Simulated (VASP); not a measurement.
Crystal: SnTe.

```
Sn Te
1.0
     0.00000    3.18933    3.18933
     3.18933    0.00000    3.18933
     3.18933    3.18933    0.00000
Sn Te
1 1
Direct
  0.00000 0.00000 0.00000
  0.50000 0.50000 0.50000
```

Base run:

```yaml
Program: VASP 6.6.1
Functional: PBE
Potentials_or_basis: VASP PAW PBE potentials, release 64 (Sn_d, Te)
Cutoff: 500 eV
k_mesh: 6 × 6 × 6
Occupations: fermi-dirac, width 0.02 eV
Spin: no spin polarisation
```

Its results: band gap on the k mesh 0.01 eV, direct; pressure 0.6 GPa.

Task: After a change of settings the same cell gave: band gap on the k mesh 0.04 eV, direct; pressure -1.9 GPa. Which change was it?
A. occupations from fermi-dirac, width 0.02 eV to fermi-dirac, width 0.05 eV
B. k mesh from 6 × 6 × 6 to 2 × 2 × 2
C. further incar settings from ALGO = Normal; EDIFF = 1e-06; NBANDS = 17 to ALGO = Normal; EDIFF = 1e-06; NBANDS = 17; ISYM = 0
D. functional from PBE to PBEsol

Result: D.

PBEsol binds more tightly than PBE, so the same cell stands under less pressure.

Caveats: spin-orbit coupling is left out, which moves the levels of the heavy elements; the PAW data sets were made with another functional, which shifts forces and pressure a little (some runs).
